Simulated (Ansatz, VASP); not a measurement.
# KF in VASP and in Ansatz

INCAR

```
SYSTEM = KF
PREC = Accurate
ENCUT = 600
EDIFF = 1E-6
ISMEAR = -1
SIGMA = 0.05
LREAL = .False.
LASPH = .True.
NELM = 80
ALGO = Normal
ISIF = 3
LWAVE = .False.
LCHARG = .False.
GGA = PS
IBRION = 2
NSW = 100
EDIFFG = -0.002
```

File KPOINTS:

```
Automatic mesh
0
Gamma
  16 16 16
  0 0 0
```

File POSCAR:

```
KF
1.0
    0.0000000000      2.6718500000      2.6718500000
    2.6718500000      0.0000000000      2.6718500000
    2.6718500000      2.6718500000      0.0000000000
K F
1 1
Direct
    0.0000000000      0.0000000000      0.0000000000
    0.5000000000      0.5000000000      0.5000000000
```

Input for Ansatz:

```yaml
crystal:
  lattice:
    - [0.0, 2.67185, 2.67185]
    - [2.67185, 0.0, 2.67185]
    - [2.67185, 2.67185, 0.0]
  atoms:
    - { symbol: K, position: [0.0, 0.0, 0.0] }
    - { symbol: F, position: [0.5, 0.5, 0.5] }
kpoints:
  mp_grid: { grid: [16, 16, 16] }
scf:
  occupations: { method: fermi_dirac, width: 0.05 }
hamiltonian:
  xc: pbesol
  pseudopotentials: { kind: paw }
relax:
  f_tol: 0.002
  max_steps: 80
  cell: {}
output:
  forces: true
  stress: true
  write_density: true
  write_potential: true
  elf: true
  volumetric_format: npy
```

Alike in both runs: task relaxation of cell and atoms; functional PBEsol; k mesh 16 × 16 × 16; occupations fermi-dirac, width 0.05 eV; no spin polarisation.

```csv
,VASP,Ansatz
version,VASP 6.6.1,Ansatz 0.2.0
potentials or method,"VASP PAW PBE potentials, release 64 (K_sv, F)","PAW with Ansatz's default frozen-core files, scalar-relativistic"
plane-wave cutoff (eV),600,420
valence electrons in the cell,16,16
```

VASP gave:

```
gap on the k mesh at the Fermi level, each at its own relaxed structure (eV) : 6.13
relaxed volume (Å³/atom)                                                     : 18.70
relaxed length of the cell vector where the two differ most in proportion (Å)              : 3.753
```

**Question.** Which values does Ansatz return?

**Answer.** gap on the k mesh at the Fermi level, each at its own relaxed structure (eV): 6.15; relaxed volume (Å³/atom): 18.70; relaxed length of the cell vector where the two differ most in proportion (Å): 3.754.

VASP's potentials were made for PBE, not for PBEsol.
